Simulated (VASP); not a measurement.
# In in VASP: single point with r2SCAN

Aim: the single point of In with r2SCAN.

All numbers are computed with VASP 6.6.1; they aren't measurements. Logs are shortened: lines on timing, memory, paths and dates and some standing lists are left out, and cuts for length are marked.

## 1. The cell of the first run

The cell holds a slab with vacuum, 7 atoms: a = 3.364 Å, b = 3.364 Å, c = 31.200 Å, α = 90.00°, β = 90.00°, γ = 120.00°.

## 2. Single point, r2SCAN

File POSCAR:

```
In
1.0
    3.3638438630      0.0000000000      0.0000000000
   -1.6819219315      2.9131742397      0.0000000000
    0.0000000000      0.0000000000     31.1995625400
In
7
Direct
    0.3333333300      0.6666666600      0.2403879859
    0.0000000000      0.0000000000      0.3269253239
    0.6666666700      0.3333333400      0.4134626620
    0.0000000000      0.0000000000      0.5000000000
    0.3333333300      0.6666666600      0.5865373380
    0.0000000000      0.0000000000      0.6730746761
    0.6666666700      0.3333333400      0.7596120141
```

File INCAR.step1:

```
PREC     = Accurate       # precision mode
ENCUT    = 520            # plane-wave cutoff, eV
ISMEAR   = -1             # smearing method
SIGMA    = 0.05           # smearing width, eV
LREAL    = False          # projectors in reciprocal space
LASPH    = True           # aspherical terms in the spheres
NELM     = 100            # most SCF steps
LDIPOL   = True         
IDIPOL   = 3            
DIPOL    = 0.5 0.5 0.500
NBANDS   = 54             # bands
GGA      = PE             # functional
ALGO     = Normal         # electronic algorithm
EDIFF    = 1E-4           # SCF threshold, eV
LWAVE    = True           # write WAVECAR
LCHARG   = False          # write CHGCAR
```

File INCAR.step2:

```
PREC     = Accurate       # precision mode
ENCUT    = 520            # plane-wave cutoff, eV
EDIFF    = 1E-7           # SCF threshold, eV
ISMEAR   = -1             # smearing method
SIGMA    = 0.05           # smearing width, eV
LREAL    = False          # projectors in reciprocal space
LASPH    = True           # aspherical terms in the spheres
NELM     = 100            # most SCF steps
ALGO     = Normal         # electronic algorithm
ISIF     = 2              # what is computed and relaxed
LWAVE    = False          # write WAVECAR
LCHARG   = True           # write CHGCAR
LDIPOL   = True         
IDIPOL   = 3            
DIPOL    = 0.5 0.5 0.500
METAGGA  = R2SCAN         # meta-GGA
LMIXTAU  = True         
LELF     = True           # ELF
LVHAR    = True         
LVACPOTAV= True         
NBANDS   = 54             # bands
ISTART   = 1
```

File KPOINTS:

```
regular mesh
0
Gamma
  9 9 1
```

Potentials or basis: VASP PAW PBE potentials, release 64 (In_d).

Started as:

```bash
cat potpaw_PBE.64/In_d/POTCAR > POTCAR
cp INCAR.step1 INCAR
mpirun -np 1 vasp_std > vasp.out
cp INCAR.step2 INCAR
mpirun -np 1 vasp_std > vasp.out
```

OUTCAR:

```text
PREC = Accurate
   ENCUT = 520
   EDIFF = 1E-7
   ISMEAR = -1
   LREAL = False
   LASPH = True
   NELM = 100
   ISIF = 2
   METAGGA = R2SCAN
   ISTART = 1

 ion  position               nearest neighbor table
   1  0.333  0.667  0.240-   2 3.33   2 3.33   2 3.33
   2  0.000  0.000  0.327-   1 3.33   3 3.33   1 3.33   1 3.33   3 3.33   3 3.33
   3  0.667  0.333  0.413-   4 3.33   2 3.33   4 3.33   4 3.33   2 3.33   2 3.33
   4  0.000  0.000  0.500-   5 3.33   3 3.33   3 3.33   5 3.33   3 3.33   5 3.33
   5  0.333  0.667  0.587-   4 3.33   6 3.33   4 3.33   4 3.33   6 3.33   6 3.33
   6  0.000  0.000  0.673-   7 3.33   5 3.33   7 3.33   7 3.33   5 3.33   5 3.33
   7  0.667  0.333  0.760-   6 3.33   6 3.33   6 3.33

  LATTYP: Found a hexagonal cell.
 ALAT       =     3.3638438630
 C/A-ratio  =     9.2749734562

  Lattice vectors:

 A1 = (   3.3638438630,   0.0000000000,   0.0000000000)
 A2 = (  -1.6819219315,   2.9131742397,   0.0000000000)
 A3 = (   0.0000000000,   0.0000000000,  31.1995625400)

Analysis of symmetry for initial positions (statically):
=====================================================================
 Subroutine PRICEL returns:
 Original cell was already a primitive cell.

 Routine SETGRP: Setting up the symmetry group for a
 hexagonal supercell.

 Subroutine GETGRP returns: Found 12 space group operations
 (whereof 12 operations were pure point group operations)
 out of a pool of 24 trial point group operations.

The static configuration has the point symmetry D_3d.

Analysis of symmetry for dynamics (positions and initial velocities):
=====================================================================
 Subroutine PRICEL returns:
 Original cell was already a primitive cell.

 Routine SETGRP: Setting up the symmetry group for a
 hexagonal supercell.

 Subroutine GETGRP returns: Found 12 space group operations
 (whereof 12 operations were pure point group operations)
 out of a pool of 24 trial point group operations.

The dynamic configuration has the point symmetry D_3d.

 Subroutine INISYM returns: Found 12 space group operations
 (whereof 12 operations are pure point group operations),
 and found     1 'primitive' translations

----------------------------------------------------------------------------------------

                                     Primitive cell

  volume of cell :     305.7390

  direct lattice vectors                    reciprocal lattice vectors
     3.363843863  0.000000000  0.000000000     0.297278958  0.171634087  0.000000000
    -1.681921932  2.913174240  0.000000000     0.000000000  0.343268173  0.000000000
     0.000000000  0.000000000 31.199562540     0.000000000  0.000000000  0.032051731

  length of vectors
     3.363843863  3.363843863 31.199562540     0.343268173  0.343268173  0.032051731

  position of ions in fractional coordinates (direct lattice)
     0.333333330  0.666666660  0.240387986
     0.000000000  0.000000000  0.326925324
     0.666666670  0.333333340  0.413462662
     0.000000000  0.000000000  0.500000000
     0.333333330  0.666666660  0.586537338
     0.000000000  0.000000000  0.673074676
     0.666666670  0.333333340  0.759612014

  ion indices of the primitive-cell ions
   primitive index   ion index
                 1           1
                 2           2
                 3           3
                 4           4
                 5           5
                 6           6
                 7           7

----------------------------------------------------------------------------------------

 KPOINTS: regular mesh

Automatic generation of k-mesh.
 Grid dimensions read from file:
 generate k-points for:    9    9    1

 Generating k-lattice:

  Cartesian coordinates                     Fractional coordinates (reciprocal lattice)
     0.033030995  0.019070454  0.000000000     0.111111111 -0.000000000  0.000000000
     0.000000000  0.038140908  0.000000000     0.000000000  0.111111111  0.000000000
     0.000000000  0.000000000  0.032051731     0.000000000  0.000000000  1.000000000

  Length of vectors
     0.038140908  0.038140908  0.032051731

  Shift w.r.t. Gamma in fractional coordinates (k-lattice)
     0.000000000  0.000000000  0.000000000

 Subroutine IBZKPT returns following result:
 ===========================================

 Found     12 irreducible k-points:

 Following reciprocal coordinates:
            Coordinates               Weight
  0.000000  0.000000  0.000000      1.000000
  0.111111  0.000000  0.000000      6.000000
  0.222222  0.000000  0.000000      6.000000
  0.333333 -0.000000  0.000000      6.000000
  0.444444  0.000000  0.000000      6.000000
  0.111111  0.111111  0.000000      6.000000
  0.222222  0.111111  0.000000     12.000000
  0.333333  0.111111  0.000000     12.000000
  0.444444  0.111111  0.000000      6.000000
  0.222222  0.222222  0.000000      6.000000
  0.333333  0.222222  0.000000     12.000000
  0.333333  0.333333  0.000000      2.000000
   k-points           NKPTS =     12   k-points in BZ     NKDIM =     12   number of bands    NBANDS=     54
   number of dos      NEDOS =    301   number of ions     NIONS =      7
   total plane-waves  NPLWV = 188160
   dimension x,y,z NGX =    28 NGY =   28 NGZ =  240
   dimension x,y,z NGXF=    56 NGYF=   56 NGZF=  480
   ions per type =               7
   NGX,Y,Z   is equivalent  to a cutoff of  13.84, 13.84, 12.79 a.u.
   NGXF,Y,Z  is equivalent  to a cutoff of  27.68, 27.68, 25.58 a.u.
 SYSTEM =  unknown system
   PREC   = accura    normal or accurate (medium, high low for compatibility)
   ISTART =      1    job   : 0-new  1-cont  2-samecut
   ICHARG =      0    charge: 1-file 2-atom 10-const
   ISPIN  =      1    spin polarized calculation?
   LNONCOLLINEAR =      F non collinear calculations
   LSORBIT =      F    spin-orbit coupling
   LASPH  =      T    aspherical Exc in radial PAW
   ENCUT  =  520.0 eV  38.22 Ry    6.18 a.u.   6.25  6.25 58.01*2*pi/ulx,y,z
   NELM   =    100;   NELMIN=  2; NELMDL=  0     # of ELM steps
   EDIFF  = 0.1E-06   stopping-criterion for ELM
   LREAL  =      F    real-space projection
   EDIFFG = 0.1E-05   stopping-criterion for IOM
   NSW    =      0    number of steps for IOM
   IBRION =     -1    ionic relax: 0-MD 1-quasi-New 2-CG
   NFREE  =      0    steps in history (QN), initial steepest desc. (CG)
   ISIF   =      2    stress and relaxation
   ISYM   =      2    0-nonsym 1-usesym 2-fastsym
   POTIM  = 0.5000    time-step for ionic-motion
   TEBEG  =    0.0;   TEEND  =   0.0 temperature during run
   PSTRESS=    0.0 pullay stress
   NELECT =      91.0000    total number of electrons
   NUPDOWN=      -1.0000    fix difference up-down
   EMIN   =  10.00;   EMAX   =-10.00  energy-range for DOS
   EFERMI =   0.00;   METHOD = LEGACY
   ISMEAR =    -1;   SIGMA  =   0.05  broadening in eV -4-tet -1-fermi 0-gaus
   EFERMI_NEDOS =   21; number of points for ismear=-14 and -15
   IALGO  =     38    algorithm
   IMIX   =      4    mixing-type and parameters
     AMIX     =   0.40;   BMIX     =  1.00
     AMIX_MAG =   1.60;   BMIX_MAG =  1.00
  volume/ion in A,a.u.               =      43.68       294.75
  Fermi-wavevector in a.u.,A,eV,Ry     =   1.093046  2.065557 16.255549  1.194749
  Thomas-Fermi vector in A             =   2.229323
   LORBIT       =      0    0 simple, 1 ext, 2 COOP (PROOUT), +10 PAW based schemes
   METAGGA = R2SCAN    functional components
   LHFCALC =     F    Hartree Fock is set to
   AEXX    =    0.0000 exact exchange contribution
   IVDW    =     0    specifies the selected vdW correction
   LEPSILON=     F    determine dielectric tensor
   LRPA    =     F    only Hartree local field effects (RPA)
 non-spin polarized calculation
  energy-cutoff  :      520.00
  volume of cell :      305.74
 maximum number of plane-waves:      8277
 NGX is ok and might be reduce to    28
   NGX = 13   NGY = 13   NGZ =117

 dipolmoment           0.000000      0.000000      0.000000 electrons x Angstroem

 number of electron      90.9999997 magnetization

 dipolmoment           0.000000      0.000000     -0.000000 electrons x Angstroem

 Free energy of the ion-electron system (eV)
  ---------------------------------------------------
  ext. energy  EPLUGINS =         0.00000000
  ---------------------------------------------------
  free energy    TOTEN  =      -157.48346195 eV

  energy without entropy =     -157.44254415  energy(sigma->0) =     -157.46300305

 E-fermi :   2.9969     XC(G=0):  -7.1036

 val. band max:        2.9570289379   @ k =   0.3333   0.2222   0.0000
 cond. band min:       3.0331972781   @ k =   0.4444   0.1111   0.0000
 fundamental gap:      0.0761683402
 Fermi energy:         2.9968788107

 k-point     1 :       0.0000    0.0000    0.0000
  band No.  band energies     occupation
      1     -12.3444      2.00000
      2     -12.3422      2.00000
      3     -12.3099      2.00000
      4     -12.2927      2.00000
      5     -12.2904      2.00000
      6     -12.2831      2.00000
[... 46 lines left out ...]
     53      11.5796      0.00000
     54      11.5796      0.00000

 k-point     2 :       0.1111    0.0000    0.0000
  band No.  band energies     occupation
      1     -12.3343      2.00000
      2     -12.3334      2.00000
      3     -12.3062      2.00000
      4     -12.3000      2.00000
      5     -12.2951      2.00000
      6     -12.2683      2.00000
[... 46 lines left out ...]
     53       9.7958      0.00000
     54      10.2394      0.00000
[... 511 lines left out ...]
     53       4.8185      0.00000
     54       5.1212      0.00000

 k-point    12 :       0.3333    0.3333    0.0000
  band No.  band energies     occupation
      1     -12.3567      2.00000
      2     -12.3567      2.00000
      3     -12.3328      2.00000
      4     -12.3328      2.00000
      5     -12.3058      2.00000
      6     -12.2934      2.00000
[... 46 lines left out ...]
     53       3.6947      0.00000
     54       4.6700      0.00000

------------------------ aborting loop because EDIFF is reached ----------------------------------------

  FORCE on cell =-STRESS in cart. coord.  units (eV):
  Direction    XX          YY          ZZ          XY          YZ          ZX
  --------------------------------------------------------------------------------------
  -------------------------------------------------------------------------------------
  Total       -1.1695400     -1.1695400     -0.9387394      0.0000000      0.0000000     -0.0000000
  in kB       -6.1287919     -6.1287919     -4.9193172      0.0000000      0.0000000     -0.0000000
  external PRESSURE =      -5.7256337 kB  Pullay stress =       0.0000000 kB

 VOLUME and BASIS-vectors are now :
 -----------------------------------------------------------------------------
  energy-cutoff  :      520.00
  volume of cell :      305.74
      direct lattice vectors                 reciprocal lattice vectors
     3.363843863  0.000000000  0.000000000     0.297278958  0.171634087  0.000000000
    -1.681921932  2.913174240  0.000000000     0.000000000  0.343268173  0.000000000
     0.000000000  0.000000000 31.199562540     0.000000000  0.000000000  0.032051731

 POSITION                                       TOTAL-FORCE (eV/Angst)
 -----------------------------------------------------------------------------------
      0.00000      1.94212      7.50000         0.000000      0.000000     -0.030223
      0.00000      0.00000     10.19993        -0.000000     -0.000000      0.160782
      1.68192      0.97106     12.89985         0.000000     -0.000000     -0.087290
      0.00000      0.00000     15.59978        -0.000000     -0.000000      0.000000
      0.00000      1.94212     18.29971        -0.000000     -0.000000      0.087290
      0.00000      0.00000     20.99964        -0.000000     -0.000000     -0.160782
      1.68192      0.97106     23.69956        -0.000000      0.000000      0.030223
 -----------------------------------------------------------------------------------
    total drift:                               -0.000000      0.000000     -0.000000

  FREE ENERGIE OF THE ION-ELECTRON SYSTEM (eV)
  ---------------------------------------------------
  free  energy   TOTEN  =      -157.4834619483 eV

  energy  without entropy=     -157.4425441503  energy(sigma->0) =     -157.46300305

 vacuum level on the upper side and lower side of the slab         6.807         6.807
```

Wall time 52 min (1 thread of Oxide Virtual Turin-like, shared host); peak memory 0.52 GiB.

What came out:

| Item | Value |
| --- | --- |
| Free energy | -157.4835 eV |
| Largest force | 0.161 eV/Å |
| Band gap on the k mesh | zero (an odd number of electrons rules out a gap without spin polarisation) |

Forces on the atoms (eV/Å):
```
In   0.000  0.000 -0.030
In   0.000  0.000  0.161
In   0.000  0.000 -0.087
In   0.000  0.000  0.000
In   0.000  0.000  0.087
In   0.000  0.000 -0.161
In   0.000  0.000  0.030
```

Levels at points of the mesh, in eV from the Fermi level:
| k point | band 40 | band 41 | band 42 | band 43 | band 44 | band 45 | band 46 | band 47 | band 48 | band 49 |
| --- | --- | --- | --- | --- | --- | --- | --- | --- | --- | --- |
| (0.00, 0.00, 0.00) | -7.39 | -6.27 | -5.04 | -2.98 | -1.48 | 0.28 | 2.04 | 3.45 | 3.81 | 4.96 |

Caveat: the PAW data sets were made with another functional, which shifts forces and pressure a little; spin-orbit coupling is left out, which moves the levels of the heavy elements.

The gap in the log of VASP goes by the Fermi energy; the results here count the filled bands.